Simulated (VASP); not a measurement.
# CuF (I4/mmm) in VASP: relaxation of cell and atoms with PBE

Aim: the relaxation of cell and atoms of CuF with PBE.

Program: VASP 6.6.1. These are calculated values, not measurements. Logs are shortened: lines on timing, memory, paths and dates and some standing lists are left out, and cuts for length are marked.

### Step 1. The cell of the first run

The structure is tetragonal, space group I4/mmm (No. 139). Conventional cell: a = 4.144 Å, b = 4.144 Å, c = 3.734 Å, α = 90.00°, β = 90.00°, γ = 90.00°. Within 2.5 Å of Cu (site symmetry 4/mmm) lie 2 F at 1.87 Å. Within 2.5 Å of F (site symmetry 4/mmm) lie 2 Cu at 1.87 Å.

### Step 2. Relaxation of cell and atoms, PBE

INCAR reads:

```
SYSTEM = CuF
ALGO = Normal ; EDIFF = 1E-7
EDIFFG = -0.01 ; ENCUT = 820
GGA = PE ; GGA_COMPAT = .FALSE.
IBRION = 2 ; ISIF = 3
ISMEAR = 0 ; LASPH = .TRUE.
LCHARG = .FALSE. ; LREAL = .FALSE.
LWAVE = .FALSE. ; NELM = 120
NELMIN = 4 ; NSW = 100
PREC = Accurate ; SIGMA = 0.02
```

KPOINTS reads:

```
k-points
0
G
  10 10 10
  0 0 0
```

POSCAR reads:

```
CuF
1.0
   -2.0719310043      2.0719310043      1.8670545203
    2.0719310043     -2.0719310043      1.8670545203
    2.0719310043      2.0719310043     -1.8670545203
Cu F
1 1
Direct
    0.0000000000      0.0000000000      0.0000000000
    0.5000000000      0.5000000000      0.0000000000
```

Potentials or basis: VASP PAW PBE potentials, release 64 (Cu_sv_GW, F).

On the command line:

```
$ cat potpaw_PBE.64/Cu_sv_GW/POTCAR potpaw_PBE.64/F/POTCAR > POTCAR
$ mpirun -np 1 vasp_std > vasp.out
```

OUTCAR:

```text
SYSTEM = CuF
   EDIFF = 1E-7
   EDIFFG = -0.01
   ENCUT = 820
   GGA = PE
   IBRION = 2
   ISIF = 3
   ISMEAR = 0
   LASPH = .TRUE.
   LREAL = .FALSE.
   NELM = 120
   NELMIN = 4
   NSW = 100
   PREC = Accurate

 ion  position               nearest neighbor table
   1  0.000  0.000  0.000-   2 1.87   2 1.87
   2  0.500  0.500  0.000-   1 1.87   1 1.87

  LATTYP: Found a body centered tetragonal cell.
 ALAT       =     4.1438620086
 C/A-ratio  =     0.9011180954

  Lattice vectors:

 A1 = (  -2.0719310043,   2.0719310043,   1.8670545203)
 A2 = (   2.0719310043,  -2.0719310043,   1.8670545203)
 A3 = (   2.0719310043,   2.0719310043,  -1.8670545203)

Analysis of symmetry for initial positions (statically):
=====================================================================
 Subroutine PRICEL returns:
 Original cell was already a primitive cell.

 Routine SETGRP: Setting up the symmetry group for a
 body centered tetragonal supercell.

 Subroutine GETGRP returns: Found 16 space group operations
 (whereof 16 operations were pure point group operations)
 out of a pool of 16 trial point group operations.

The static configuration has the point symmetry D_4h.

Analysis of symmetry for dynamics (positions and initial velocities):
=====================================================================
 Subroutine PRICEL returns:
 Original cell was already a primitive cell.

 Routine SETGRP: Setting up the symmetry group for a
 body centered tetragonal supercell.

 Subroutine GETGRP returns: Found 16 space group operations
 (whereof 16 operations were pure point group operations)
 out of a pool of 16 trial point group operations.

The dynamic configuration has the point symmetry D_4h.

 Subroutine INISYM returns: Found 16 space group operations
 (whereof 16 operations are pure point group operations),
 and found     1 'primitive' translations

----------------------------------------------------------------------------------------

                                     Primitive cell

  volume of cell :      32.0603

  direct lattice vectors                    reciprocal lattice vectors
    -2.071931004  2.071931004  1.867054520     0.000000000  0.241320777  0.267801499
     2.071931004 -2.071931004  1.867054520     0.241320777  0.000000000  0.267801499
     2.071931004  2.071931004 -1.867054520     0.241320777  0.241320777  0.000000000

  length of vectors
     3.474433588  3.474433588  3.474433588     0.360490444  0.360490444  0.341279116

  position of ions in fractional coordinates (direct lattice)
     0.000000000  0.000000000  0.000000000
     0.500000000  0.500000000  0.000000000

  ion indices of the primitive-cell ions
   primitive index   ion index
                 1           1
                 2           2

----------------------------------------------------------------------------------------

 KPOINTS: k-points

Automatic generation of k-mesh.
 Grid dimensions read from file:
 generate k-points for:   10   10   10

 Generating k-lattice:

  Cartesian coordinates                     Fractional coordinates (reciprocal lattice)
     0.000000000  0.024132078  0.026780150     0.100000000 -0.000000000  0.000000000
     0.024132078  0.000000000  0.026780150    -0.000000000  0.100000000  0.000000000
     0.024132078  0.024132078  0.000000000     0.000000000  0.000000000  0.100000000

  Length of vectors
     0.036049044  0.036049044  0.034127912

  Shift w.r.t. Gamma in fractional coordinates (k-lattice)
     0.000000000  0.000000000  0.000000000

 Subroutine IBZKPT returns following result:
 ===========================================

 Found    102 irreducible k-points:

 Following reciprocal coordinates:
            Coordinates               Weight
  0.000000  0.000000  0.000000      1.000000
  0.100000  0.000000 -0.000000      8.000000
  0.200000  0.000000 -0.000000      8.000000
  0.300000  0.000000 -0.000000      8.000000
  0.400000  0.000000  0.000000      8.000000
  0.500000  0.000000  0.000000      4.000000
[... 16 lines left out ...]
  0.300000  0.300000 -0.000000      8.000000
  0.400000  0.300000 -0.000000     16.000000
 [... further k-points ...]
   k-points           NKPTS =    102   k-points in BZ     NKDIM =    102   number of bands    NBANDS=     17
   number of dos      NEDOS =    301   number of ions     NIONS =      2
   total plane-waves  NPLWV =  32768
   dimension x,y,z NGX =    32 NGY =   32 NGZ =   32
   dimension x,y,z NGXF=    64 NGYF=   64 NGZF=   64
   ions per type =               1   1
   NGX,Y,Z   is equivalent  to a cutoff of  15.31, 15.31, 15.31 a.u.
   NGXF,Y,Z  is equivalent  to a cutoff of  30.62, 30.62, 30.62 a.u.
 SYSTEM =  CuF
   PREC   = accura    normal or accurate (medium, high low for compatibility)
   ISTART =      0    job   : 0-new  1-cont  2-samecut
   ICHARG =      2    charge: 1-file 2-atom 10-const
   ISPIN  =      1    spin polarized calculation?
   LNONCOLLINEAR =      F non collinear calculations
   LSORBIT =      F    spin-orbit coupling
   LASPH  =      T    aspherical Exc in radial PAW
   ENCUT  =  820.0 eV  60.27 Ry    7.76 a.u.   8.11  8.11  8.11*2*pi/ulx,y,z
   NELM   =    120;   NELMIN=  4; NELMDL= -5     # of ELM steps
   EDIFF  = 0.1E-06   stopping-criterion for ELM
   LREAL  =      F    real-space projection
   EDIFFG = -.1E-01   stopping-criterion for IOM
   NSW    =    100    number of steps for IOM
   IBRION =      2    ionic relax: 0-MD 1-quasi-New 2-CG
   NFREE  =      1    steps in history (QN), initial steepest desc. (CG)
   ISIF   =      3    stress and relaxation
   ISYM   =      2    0-nonsym 1-usesym 2-fastsym
   POTIM  = 0.5000    time-step for ionic-motion
   TEBEG  =    0.0;   TEEND  =   0.0 temperature during run
   PSTRESS=    0.0 pullay stress
   NELECT =      26.0000    total number of electrons
   NUPDOWN=      -1.0000    fix difference up-down
   EMIN   =  10.00;   EMAX   =-10.00  energy-range for DOS
   EFERMI =   0.00;   METHOD = LEGACY
   ISMEAR =     0;   SIGMA  =   0.02  broadening in eV -4-tet -1-fermi 0-gaus
   EFERMI_NEDOS =   21; number of points for ismear=-14 and -15
   IALGO  =     38    algorithm
   IMIX   =      4    mixing-type and parameters
     AMIX     =   0.40;   BMIX     =  1.00
     AMIX_MAG =   1.60;   BMIX_MAG =  1.00
  volume/ion in A,a.u.               =      16.03       108.18
  Fermi-wavevector in a.u.,A,eV,Ry     =   1.526664  2.884976 31.711133  2.330703
  Thomas-Fermi vector in A             =   2.634666
   LORBIT       =      0    0 simple, 1 ext, 2 COOP (PROOUT), +10 PAW based schemes
   GGA     = PE    functional components
   LHFCALC =     F    Hartree Fock is set to
   AEXX    =    0.0000 exact exchange contribution
   IVDW    =     0    specifies the selected vdW correction
   LEPSILON=     F    determine dielectric tensor
   LRPA    =     F    only Hartree local field effects (RPA)
 conjugate gradient relaxation of ions
 non-spin polarized calculation
 Gauss-broadening in eV      SIGMA  =   0.02
  energy-cutoff  :      820.00
  volume of cell :       32.06
 maximum number of plane-waves:      1732
   NGX = 17   NGY = 17   NGZ = 17

--------------------------------------- Ionic step        1  -------------------------------------------

 number of electron      26.0000009 magnetization

 Free energy of the ion-electron system (eV)
  ---------------------------------------------------
  ext. energy  EPLUGINS =         0.00000000
  ---------------------------------------------------
  free energy    TOTEN  =        -7.34791671 eV

  energy without entropy =       -7.34791671  energy(sigma->0) =       -7.34791671

------------------------ aborting loop because EDIFF is reached ----------------------------------------

  FORCE on cell =-STRESS in cart. coord.  units (eV):
  Direction    XX          YY          ZZ          XY          YZ          ZX
  --------------------------------------------------------------------------------------
  -------------------------------------------------------------------------------------
  Total       -0.0932013     -0.0932013     -0.0548248      0.0000000     -0.0000000      0.0000000
  in kB       -4.6576298     -4.6576298     -2.7398086      0.0000000     -0.0000000      0.0000000
  external PRESSURE =      -4.0183560 kB  Pullay stress =       0.0000000 kB

 VOLUME and BASIS-vectors are now :
 -----------------------------------------------------------------------------
  energy-cutoff  :      820.00
  volume of cell :       32.06
      direct lattice vectors                 reciprocal lattice vectors
    -2.071931004  2.071931004  1.867054520     0.000000000  0.241320777  0.267801499
     2.071931004 -2.071931004  1.867054520     0.241320777  0.000000000  0.267801499
     2.071931004  2.071931004 -1.867054520     0.241320777  0.241320777  0.000000000
[... 253 lines left out ...]
 POSITION                                       TOTAL-FORCE (eV/Angst)
 -----------------------------------------------------------------------------------
      0.00000      0.00000      0.00000        -0.000000     -0.000000     -0.000000
      2.04031      2.04031      0.00000         0.000000      0.000000      0.000000
 -----------------------------------------------------------------------------------
    total drift:                                0.000000      0.000000      0.000000

  FREE ENERGIE OF THE ION-ELECTRON SYSTEM (eV)
  ---------------------------------------------------
  free  energy   TOTEN  =        -7.3492916629 eV

  energy  without entropy=       -7.3492916629  energy(sigma->0) =       -7.34929166

--------------------------------------- Ionic step        9  -------------------------------------------

 number of electron      25.9999992 magnetization

 Free energy of the ion-electron system (eV)
  ---------------------------------------------------
  ext. energy  EPLUGINS =         0.00000000
  ---------------------------------------------------
  free energy    TOTEN  =        -7.34930381 eV

  energy without entropy =       -7.34930381  energy(sigma->0) =       -7.34930381

 E-fermi :   1.6534     XC(G=0):  -9.5638

 val. band max:        1.5392571241   @ k =   0.5000   0.0000   0.0000
 cond. band min:       2.0775218412   @ k =   0.0000   0.0000   0.0000
 fundamental gap:      0.5382647171
 Fermi energy:         1.6534346012

 k-point     1 :       0.0000    0.0000    0.0000
  band No.  band energies     occupation
      1    -109.1003      2.00000
      2     -66.6418      2.00000
      3     -66.4654      2.00000
      4     -66.4654      2.00000
      5     -22.3666      2.00000
      6      -4.3322      2.00000
[... 9 lines left out ...]
     16      14.6869      0.00000
     17      16.8908      0.00000
[... 441 lines left out ...]
 k-point    24 :       0.4000    0.3000   -0.0000
  band No.  band energies     occupation
      1    -109.1004      2.00000
      2     -66.6432      2.00000
      3     -66.4667      2.00000
      4     -66.4659      2.00000
      5     -22.1618      2.00000
      6      -5.6035      2.00000
[... 9 lines left out ...]
     16       8.7486      0.00000
     17      14.7898      0.00000

 [... further k-points ...]

------------------------ aborting loop because EDIFF is reached ----------------------------------------

  FORCE on cell =-STRESS in cart. coord.  units (eV):
  Direction    XX          YY          ZZ          XY          YZ          ZX
  --------------------------------------------------------------------------------------
  -------------------------------------------------------------------------------------
  Total        0.0060960      0.0060960      0.0072751      0.0000000     -0.0000000      0.0000000
  in kB        0.3139511      0.3139511      0.3746763      0.0000000     -0.0000000      0.0000000
  external PRESSURE =       0.3341928 kB  Pullay stress =       0.0000000 kB

 VOLUME and BASIS-vectors are now :
 -----------------------------------------------------------------------------
  energy-cutoff  :      820.00
  volume of cell :       31.11
      direct lattice vectors                 reciprocal lattice vectors
    -2.038450427  2.038450427  1.871694127     0.000000000  0.245284356  0.267137666
     2.038450427 -2.038450427  1.871694127     0.245284356  0.000000000  0.267137666
     2.038450427  2.038450427 -1.871694127     0.245284356  0.245284356  0.000000000

 POSITION                                       TOTAL-FORCE (eV/Angst)
 -----------------------------------------------------------------------------------
      0.00000      0.00000      0.00000         0.000000      0.000000      0.000000
      0.00000      0.00000      1.87169        -0.000000     -0.000000      0.000000
 -----------------------------------------------------------------------------------
    total drift:                               -0.000000      0.000000     -0.000000

  FREE ENERGIE OF THE ION-ELECTRON SYSTEM (eV)
  ---------------------------------------------------
  free  energy   TOTEN  =        -7.3493038073 eV

  energy  without entropy=       -7.3493038073  energy(sigma->0) =       -7.34930381

 reached required accuracy - stopping structural energy minimisation
```

Run time: 3.2 min. Hardware: 1 thread of Intel Xeon 6975P-C (Granite Rapids), shared host; peak memory 0.29 GiB.

Results:

```yaml
Free_energy: -7.3493 eV
Relaxed_volume: 15.55 Å³/atom
Relaxed_cell: a = 3.437 Å, b = 3.437 Å, c = 3.437 Å, α = 107.25°, β = 107.25°, γ = 114.01°
Space_group_after_relaxing_to_0.1_Å: I4/mmm (No. 139)
Energy_gained_by_relaxing: 0.7 meV/atom
Ionic_steps: 9
Pressure_after_relaxing: 0.0 GPa
Band_gap_on_the_k_mesh: 0.54 eV (least direct gap 1.18 eV)
```

The path:
```tsv
step	energy change (eV)	largest force (eV/Å)	pressure (GPa)	volume (Å³)
1	0.0000	0.0000	-0.40	32.06
2	-0.0003	0.0000	-0.09	31.87
3	-0.0004	0.0000	0.05	31.76
4	-0.0006	0.0000	0.10	31.69
5	-0.0011	0.0000	0.00	31.48
6	-0.0013	0.0000	-0.12	31.07
7	-0.0014	0.0000	-0.10	31.19
8	-0.0014	0.0000	-0.09	31.18
9	-0.0014	0.0000	0.03	31.11
```

Final structure:
```yaml
crystal:
  lattice:
    - [-2.03845, 2.03845, 1.87169]
    - [2.03845, -2.03845, 1.87169]
    - [2.03845, 2.03845, -1.87169]
  atoms:
    - { symbol: Cu, position: [0.00000, 0.00000, 0.00000] }
    - { symbol: F, position: [0.50000, 0.50000, 0.00000] }
```

Levels at points of the mesh, in eV from the valence-band top:
| k point | band 9 | band 10 | band 11 | band 12 | band 13 | band 14 | band 15 | band 16 | band 17 |
| --- | --- | --- | --- | --- | --- | --- | --- | --- | --- |
| (0.00, 0.00, 0.00) | -1.89 | -1.06 | -1.06 | -0.96 | -0.64 | 0.54 | 13.15 | 13.15 | 15.35 |
| (0.50, 0.00, 0.00) | -0.76 | -0.63 | -0.21 | -0.20 | 0.00 | 4.28 | 5.69 | 8.65 | 14.28 |
| (0.50, 0.50, 0.00) | -1.17 | -0.98 | -0.68 | -0.68 | -0.49 | 3.56 | 4.67 | 12.03 | 13.44 |
| (0.50, 0.50, 0.50) | -1.19 | -0.72 | -0.72 | -0.53 | -0.51 | 5.66 | 8.09 | 8.09 | 8.33 |

Caveat: semilocal functionals underestimate gaps, and a narrow one can read as zero. A k mesh can miss the band edges.
